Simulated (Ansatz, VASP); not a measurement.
**LuBe3 in VASP and in Ansatz**

```xyz
4
Lattice="0.0000 2.9867 2.9867 2.9867 0.0000 2.9867 2.9867 2.9867 0.0000" Properties=species:S:1:pos:R:3 pbc="T T T"
Lu    0.0000    0.0000    0.0000
Be    2.9867    2.9867    2.9867
Be    1.4933    1.4933    1.4933
Be    4.4800    4.4800    4.4800
```

Alike in both runs: task single point; functional PBE; k mesh 6 × 6 × 6; occupations gaussian, width 0.1 eV; no spin polarisation.

```csv
,VASP,Ansatz
version,VASP 6.6.1,Ansatz 0.2.0
potentials or method,"VASP PAW PBE potentials, release 64 (Lu, Be), cutoff 520 eV","scalar-relativistic, plane waves, PAW"
valence electrons in the cell,31,31
```

```csv
,VASP,Ansatz,Ansatz less VASP
gap on the k mesh at the Fermi level (eV),none,none,-
pressure (GPa),-4.0,-4.2,-0.30
```

A gap of «none» marks a metal or a gap that the smearing closes.

Neither program's run includes spin-orbit coupling.
